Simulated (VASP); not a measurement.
Crystal: Zn2CdSeS2.

```xyz
12
Lattice="0.0066 0.0581 -6.5049 -0.0395 6.7669 -0.0618 6.3122 -3.4180 0.0248" Properties=species:S:1:pos:R:3 pbc="T T T"
Zn    4.1408    1.0908   -3.1593
Zn    2.1562    4.3650   -3.1876
Zn    2.2107    2.2371   -6.2514
Zn    3.9861   -0.9514   -6.4736
Cd    6.4305   -2.1832   -3.2884
Cd    6.3634    2.0567   -0.3598
Se    6.2548    2.1950   -4.1486
Se    6.4560   -2.1042   -0.7665
S     2.0377    2.3914   -4.1227
S     4.1170   -1.0703   -4.0420
S     3.8760    1.0598   -1.0140
S     2.2698    4.5055   -0.7621
```

- Program: VASP 6.6.1
- Task: relaxation of cell and atoms
- Functional: PBE
- Potentials or basis: VASP PAW PBE potentials, release 64 (Zn, Cd, Se, S)
- Cutoff: 600 eV
- k mesh: 2 × 2 × 2
- Occupations: gaussian, width 0.1 eV
- Spin: no spin polarisation

At the start: pressure 2.1 GPa; volume 23.08 Å³/atom.

Problem. Where does the relaxation end?

Solution. Over 18 steps the energy falls by 124.7 meV/atom and the volume is 23.06 Å³/atom (-0.1 %); space group P1 (No. 1, to 0.1 Å) before, Cmc2_1 (No. 36, to 0.1 Å).

The path:
```tsv
step	energy change (eV)	largest force (eV/Å)	pressure (GPa)	volume (Å³)
1	0.0000	2.0239	2.11	276.95
2	-0.9519	0.9818	-2.04	289.18
3	-0.9934	0.8406	-2.80	292.81
4	-1.3216	0.5214	-0.24	277.92
5	-1.3319	0.4977	0.41	274.94
6	-1.4058	0.2929	0.19	275.63
7	-1.4245	0.3150	0.08	276.20
8	-1.4484	0.2148	-0.11	277.01
9	-1.4556	0.2313	-0.26	277.77
10	-1.4749	0.1887	0.10	276.12
11	-1.4797	0.1605	0.41	274.78
12	-1.4894	0.0861	-0.19	277.59
13	-1.4895	0.0842	-0.16	277.43
14	-1.4940	0.0632	-0.01	276.75
15	-1.4943	0.0732	0.04	276.55
16	-1.4959	0.0341	0.01	276.68
17	-1.4960	0.0325	0.00	276.71
18	-1.4965	0.0182	-0.01	276.77
```

Final structure:
```xyz
12
Lattice="-0.0003 -0.0023 -6.5335 -0.0024 6.9638 -0.0010 6.0842 -3.4808 0.0001" Properties=species:S:1:pos:R:3 pbc="T T T"
Zn    3.9400    1.0988   -3.2349
Zn    2.1432    4.5754   -3.2453
Zn    2.1436    2.3866   -6.5057
Zn    3.9393   -1.1013   -6.5019
Cd    0.0002    1.2638   -3.3495
Cd    6.0803    2.2163   -0.0909
Se   -0.0014    5.6259   -3.9531
Se   -0.0004    1.3373   -0.6810
S     2.1774    2.3895   -4.1365
S     3.9056   -1.0884   -4.1335
S     3.9013    1.0882   -0.8684
S     2.1758    4.5734   -0.8730
```

Caveat: the k points lie up to 0.52 Å⁻¹ apart in the final cell.
